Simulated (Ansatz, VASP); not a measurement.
**Si: VASP beside Ansatz**

```
Si
1.0
     0.00000    2.73535    2.73535
     2.73535    0.00000    2.73535
     2.73535    2.73535    0.00000
Si
2
Direct
  0.25000 0.25000 0.25000
  0.00000 0.00000 0.00000
```

Alike in both runs: functional PBE; k mesh 8 × 8 × 8; occupations gaussian, width 0.02 eV; no spin polarisation.

Ansatz relaxed the structure, and its values are those at the end. VASP's run is a single point on that final structure, the one shown.

|  | VASP | Ansatz |
| --- | --- | --- |
| version | VASP 6.6.1 | Ansatz 0.2.0 |
| potentials or method | VASP PAW PBE potentials, release 64 (Si), cutoff 520 eV | scalar-relativistic, plane waves, PAW |
| valence electrons in the cell | 8 | 8 |

VASP gave:

```
gap on the k mesh at the Fermi level (eV) : 0.65
least direct gap on the mesh (eV)         : 2.56
pressure (GPa)                            : -0.1
```

What did Ansatz give for the same quantities?

gap on the k mesh at the Fermi level (eV): 0.65; least direct gap on the mesh (eV): 2.55; pressure (GPa): 0.0.
